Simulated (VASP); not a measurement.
# Pb (P6_3/mmc) in VASP: single point with PBE

Aim: the single point of Pb with PBE.

Program: VASP 6.6.1. These are calculated values, not measurements. Logs are shortened: lines on timing, memory, paths and dates and some standing lists are left out, and cuts for length are marked.

## (1) The cell of the first run

The structure is hexagonal, space group P6_3/mmc (No. 194). The conventional cell has a = 3.620 Å, b = 3.620 Å, c = 5.766 Å, α = 90.00°, β = 90.00°, γ = 120.00°. Within 4.7 Å of Pb (site symmetry -6m2) lie 12 Pb at 3.56 to 3.62 Å.

This isn't the form of Pb at room conditions, which is fcc.

## (2) Single point, PBE

INCAR

```
PREC = Accurate ; ENCUT = 520
EDIFF = 1E-6 ; ISMEAR = -1
SIGMA = 0.05 ; LREAL = False
LASPH = True ; NELM = 100
ALGO = Normal ; ISIF = 2
LWAVE = False ; LCHARG = False
GGA = PE ; NBANDS = 21
```

KPOINTS

```
Automatic mesh
0
Gamma
  13 13 7
```

POSCAR

```
Pb
1.0
    3.6202663798      0.0000000000      0.0000000000
   -1.8101331899      3.1352426534      0.0000000000
    0.0000000000      0.0000000000      5.7662281988
Pb
2
Direct
    0.3333333333      0.6666666667      0.2500000000
    0.6666666667      0.3333333333      0.7500000000
```

Potentials or basis: VASP PAW PBE potentials, release 64 (Pb_d).

On the command line:

```console
$ cat potpaw_PBE.64/Pb_d/POTCAR > POTCAR
$ mpirun -np 1 vasp_std > vasp.out
```

OUTCAR:

```text
PREC = Accurate
   ENCUT = 520
   EDIFF = 1E-6
   ISMEAR = -1
   LREAL = False
   LASPH = True
   NELM = 100
   ISIF = 2
   GGA = PE

 ion  position               nearest neighbor table
   1  0.333  0.667  0.250-   2 3.56   2 3.56   2 3.56   2 3.56   2 3.56   2 3.56
   2  0.667  0.333  0.750-   1 3.56   1 3.56   1 3.56   1 3.56   1 3.56   1 3.56

  LATTYP: Found a hexagonal cell.
 ALAT       =     3.6202663798
 C/A-ratio  =     1.5927635135

  Lattice vectors:

 A1 = (   3.6202663798,   0.0000000000,   0.0000000000)
 A2 = (  -1.8101331899,   3.1352426534,   0.0000000000)
 A3 = (   0.0000000000,   0.0000000000,   5.7662281988)

Analysis of symmetry for initial positions (statically):
=====================================================================
 Subroutine PRICEL returns:
 Original cell was already a primitive cell.

 Routine SETGRP: Setting up the symmetry group for a
 hexagonal supercell.

 Subroutine GETGRP returns: Found 24 space group operations
 (whereof 12 operations were pure point group operations)
 out of a pool of 24 trial point group operations.

The static configuration has the point symmetry D_3d.
 The point group associated with its full space group is D_6h.

Analysis of symmetry for dynamics (positions and initial velocities):
=====================================================================
 Subroutine PRICEL returns:
 Original cell was already a primitive cell.

 Routine SETGRP: Setting up the symmetry group for a
 hexagonal supercell.

 Subroutine GETGRP returns: Found 24 space group operations
 (whereof 12 operations were pure point group operations)
 out of a pool of 24 trial point group operations.

The dynamic configuration has the point symmetry D_3d.
 The point group associated with its full space group is D_6h.

 Subroutine INISYM returns: Found 24 space group operations
 (whereof 12 operations are pure point group operations),
 and found     1 'primitive' translations

----------------------------------------------------------------------------------------

                                     Primitive cell

  volume of cell :      65.4491

  direct lattice vectors                    reciprocal lattice vectors
     3.620266380  0.000000000  0.000000000     0.276222768  0.159477289  0.000000000
    -1.810133190  3.135242653  0.000000000     0.000000000  0.318954579  0.000000000
     0.000000000  0.000000000  5.766228199     0.000000000  0.000000000  0.173423591

  length of vectors
     3.620266380  3.620266380  5.766228199     0.318954579  0.318954579  0.173423591

  position of ions in fractional coordinates (direct lattice)
     0.333333333  0.666666667  0.250000000
     0.666666667  0.333333333  0.750000000

  ion indices of the primitive-cell ions
   primitive index   ion index
                 1           1
                 2           2

----------------------------------------------------------------------------------------

 KPOINTS: Automatic mesh

Automatic generation of k-mesh.
 Grid dimensions read from file:
 generate k-points for:   13   13    7

 Generating k-lattice:

  Cartesian coordinates                     Fractional coordinates (reciprocal lattice)
     0.021247905  0.012267484  0.000000000     0.076923077  0.000000000  0.000000000
     0.000000000  0.024534968  0.000000000     0.000000000  0.076923077  0.000000000
     0.000000000  0.000000000  0.024774799     0.000000000  0.000000000  0.142857143

  Length of vectors
     0.024534968  0.024534968  0.024774799

  Shift w.r.t. Gamma in fractional coordinates (k-lattice)
     0.000000000  0.000000000  0.000000000

 Subroutine IBZKPT returns following result:
 ===========================================

 Found     84 irreducible k-points:

 Following reciprocal coordinates:
            Coordinates               Weight
  0.000000  0.000000  0.000000      1.000000
  0.076923  0.000000  0.000000      6.000000
  0.153846  0.000000  0.000000      6.000000
  0.230769  0.000000  0.000000      6.000000
  0.307692  0.000000  0.000000      6.000000
  0.384615  0.000000  0.000000      6.000000
[... 16 lines left out ...]
  0.076923  0.000000  0.142857     12.000000
  0.153846  0.000000  0.142857     12.000000
 [... further k-points ...]
   k-points           NKPTS =     84   k-points in BZ     NKDIM =     84   number of bands    NBANDS=     21
   number of dos      NEDOS =    301   number of ions     NIONS =      2
   total plane-waves  NPLWV =  37632
   dimension x,y,z NGX =    28 NGY =   28 NGZ =   48
   dimension x,y,z NGXF=    56 NGYF=   56 NGZF=   96
   ions per type =               2
   NGX,Y,Z   is equivalent  to a cutoff of  12.86, 12.86, 13.84 a.u.
   NGXF,Y,Z  is equivalent  to a cutoff of  25.72, 25.72, 27.68 a.u.
 SYSTEM =  unknown system
   PREC   = accura    normal or accurate (medium, high low for compatibility)
   ISTART =      0    job   : 0-new  1-cont  2-samecut
   ICHARG =      2    charge: 1-file 2-atom 10-const
   ISPIN  =      1    spin polarized calculation?
   LNONCOLLINEAR =      F non collinear calculations
   LSORBIT =      F    spin-orbit coupling
   LASPH  =      T    aspherical Exc in radial PAW
   ENCUT  =  520.0 eV  38.22 Ry    6.18 a.u.   6.73  6.73 10.72*2*pi/ulx,y,z
   NELM   =    100;   NELMIN=  2; NELMDL= -5     # of ELM steps
   EDIFF  = 0.1E-05   stopping-criterion for ELM
   LREAL  =      F    real-space projection
   EDIFFG = 0.1E-04   stopping-criterion for IOM
   NSW    =      0    number of steps for IOM
   IBRION =     -1    ionic relax: 0-MD 1-quasi-New 2-CG
   NFREE  =      0    steps in history (QN), initial steepest desc. (CG)
   ISIF   =      2    stress and relaxation
   ISYM   =      2    0-nonsym 1-usesym 2-fastsym
   POTIM  = 0.5000    time-step for ionic-motion
   TEBEG  =    0.0;   TEEND  =   0.0 temperature during run
   PSTRESS=    0.0 pullay stress
   NELECT =      28.0000    total number of electrons
   NUPDOWN=      -1.0000    fix difference up-down
   EMIN   =  10.00;   EMAX   =-10.00  energy-range for DOS
   EFERMI =   0.00;   METHOD = LEGACY
   ISMEAR =    -1;   SIGMA  =   0.05  broadening in eV -4-tet -1-fermi 0-gaus
   EFERMI_NEDOS =   21; number of points for ismear=-14 and -15
   IALGO  =     38    algorithm
   IMIX   =      4    mixing-type and parameters
     AMIX     =   0.40;   BMIX     =  1.00
     AMIX_MAG =   1.60;   BMIX_MAG =  1.00
  volume/ion in A,a.u.               =      32.72       220.84
  Fermi-wavevector in a.u.,A,eV,Ry     =   1.233558  2.331087 20.703523  1.521666
  Thomas-Fermi vector in A             =   2.368284
   LORBIT       =      0    0 simple, 1 ext, 2 COOP (PROOUT), +10 PAW based schemes
   GGA     = PE    functional components
   LHFCALC =     F    Hartree Fock is set to
   AEXX    =    0.0000 exact exchange contribution
   IVDW    =     0    specifies the selected vdW correction
   LEPSILON=     F    determine dielectric tensor
   LRPA    =     F    only Hartree local field effects (RPA)
 non-spin polarized calculation
  energy-cutoff  :      520.00
  volume of cell :       65.45
 maximum number of plane-waves:      1785
 NGX is ok and might be reduce to    28
   NGX = 13   NGY = 13   NGZ = 21

 number of electron      28.0000004 magnetization

 Free energy of the ion-electron system (eV)
  ---------------------------------------------------
  ext. energy  EPLUGINS =         0.00000000
  ---------------------------------------------------
  free energy    TOTEN  =        -7.07663244 eV

  energy without entropy =       -7.06200842  energy(sigma->0) =       -7.06932043

 E-fermi :   6.4155     XC(G=0):  -9.8260

 val. band max:        6.4114756522   @ k =   0.2308   0.1538   0.1429
 cond. band min:       6.4183817755   @ k =   0.1538   0.0769   0.4286
 fundamental gap:      0.0069061234
 Fermi energy:         6.4154982135

 k-point     1 :       0.0000    0.0000    0.0000
  band No.  band energies     occupation
      1     -10.5854      2.00000
      2     -10.5595      2.00000
      3     -10.5560      2.00000
      4     -10.5560      2.00000
      5     -10.5388      2.00000
      6     -10.5388      2.00000
[... 13 lines left out ...]
     20      15.1443      0.00000
     21      17.7122      0.00000

 k-point     2 :       0.0769    0.0000    0.0000
  band No.  band energies     occupation
      1     -10.5853      2.00000
      2     -10.5690      2.00000
      3     -10.5457      2.00000
      4     -10.5411      2.00000
      5     -10.5344      2.00000
      6     -10.5286      2.00000
[... 13 lines left out ...]
     20      15.4513      0.00000
     21      17.2421      0.00000

 k-point     3 :       0.1538    0.0000    0.0000
  band No.  band energies     occupation
      1     -10.6024      2.00000
      2     -10.5607      2.00000
      3     -10.5333      2.00000
      4     -10.5305      2.00000
      5     -10.5279      2.00000
      6     -10.5170      2.00000
[... 13 lines left out ...]
     20      16.3711      0.00000
     21      16.5354      0.00000

 k-point     4 :       0.2308    0.0000    0.0000
  band No.  band energies     occupation
      1     -10.6271      2.00000
      2     -10.5545      2.00000
      3     -10.5509      2.00000
      4     -10.5426      2.00000
      5     -10.5191      2.00000
      6     -10.4766      2.00000
[... 13 lines left out ...]
     20      15.6076      0.00000
     21      16.6009      0.00000

 k-point     5 :       0.3077    0.0000    0.0000
  band No.  band energies     occupation
      1     -10.6514      2.00000
      2     -10.5746      2.00000
      3     -10.5585      2.00000
      4     -10.5571      2.00000
      5     -10.4959      2.00000
      6     -10.4371      2.00000
[... 13 lines left out ...]
     20      15.0435      0.00000
     21      16.2799      0.00000
[... 382 lines left out ...]
     20      18.5875      0.00000
     21      18.6865      0.00000

 k-point    22 :       0.0000    0.0000    0.1429
  band No.  band energies     occupation
      1     -10.5831      2.00000
      2     -10.5649      2.00000
      3     -10.5649      2.00000
      4     -10.5597      2.00000
      5     -10.5431      2.00000
      6     -10.5431      2.00000
[... 13 lines left out ...]
     20      15.2357      0.00000
     21      17.1062      0.00000

 k-point    23 :       0.0769    0.0000    0.1429
  band No.  band energies     occupation
      1     -10.5846      2.00000
      2     -10.5689      2.00000
      3     -10.5566      2.00000
      4     -10.5532      2.00000
      5     -10.5388      2.00000
      6     -10.5330      2.00000
[... 13 lines left out ...]
     20      15.4192      0.00000
     21      17.0005      0.00000

 k-point    24 :       0.1538    0.0000    0.1429
  band No.  band energies     occupation
      1     -10.6015      2.00000
      2     -10.5609      2.00000
      3     -10.5520      2.00000
      4     -10.5400      2.00000
      5     -10.5270      2.00000
      6     -10.5050      2.00000
[... 13 lines left out ...]
     20      15.9844      0.00000
     21      16.2915      0.00000

 [... further k-points ...]
[... 5 lines left out ...]
  --------------------------------------------------------------------------------------
  -------------------------------------------------------------------------------------
  Total       -0.5757575     -0.5757575     -0.0548225     -0.0000000      0.0000000      0.0000000
  in kB      -14.0944032    -14.0944032     -1.3420403     -0.0000000      0.0000000      0.0000000
  external PRESSURE =      -9.8436156 kB  Pullay stress =       0.0000000 kB

 VOLUME and BASIS-vectors are now :
 -----------------------------------------------------------------------------
  energy-cutoff  :      520.00
  volume of cell :       65.45
      direct lattice vectors                 reciprocal lattice vectors
     3.620266380  0.000000000  0.000000000     0.276222768  0.159477289  0.000000000
    -1.810133190  3.135242653  0.000000000     0.000000000  0.318954579  0.000000000
     0.000000000  0.000000000  5.766228199     0.000000000  0.000000000  0.173423591

 POSITION                                       TOTAL-FORCE (eV/Angst)
 -----------------------------------------------------------------------------------
     -0.00000      2.09016      1.44156         0.000000      0.000000      0.000000
      1.81013      1.04508      4.32467        -0.000000      0.000000      0.000000
 -----------------------------------------------------------------------------------
    total drift:                               -0.000000      0.000000     -0.000000

  FREE ENERGIE OF THE ION-ELECTRON SYSTEM (eV)
  ---------------------------------------------------
  free  energy   TOTEN  =        -7.0766324379 eV

  energy  without entropy=       -7.0620084168  energy(sigma->0) =       -7.06932043
```

It took 67 s on 1 thread of Intel Xeon Platinum 8375C at 2.90GHz (Ice Lake), shared host; peak memory 0.24 GiB.

What came out:

```
Free energy            : -7.0766 eV
Pressure               : -1.0 GPa
Band gap on the k mesh : zero (bands 14 and 15 overlap by 6.41 eV)
```

Caveat: spin-orbit coupling is left out, which moves the levels of the heavy elements.
